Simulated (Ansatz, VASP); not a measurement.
RbBr: VASP beside Ansatz

```xyz
2
Lattice="0.0000 3.4270 3.4270 3.4270 0.0000 3.4270 3.4270 3.4270 0.0000" Properties=species:S:1:pos:R:3 pbc="T T T"
Rb    0.0000    0.0000    0.0000
Br    3.4270    3.4270    3.4270
```

Alike in both runs: task single point; functional PBE; k mesh 6 × 6 × 6; no spin polarisation.

```csv
,VASP,Ansatz
version,VASP 6.6.1,Ansatz 0.2.0
potentials or method,"VASP PAW PBE potentials, release 64 (Rb_sv, Br), cutoff 520 eV","plane waves, PAW"
occupations,"gaussian, width 0.01 eV",fixed
valence electrons in the cell,16,16
```

|  | VASP | Ansatz | Ansatz less VASP |
| --- | --- | --- | --- |
| pressure (GPa) | 1.0 | 1.0 | -0.03 |
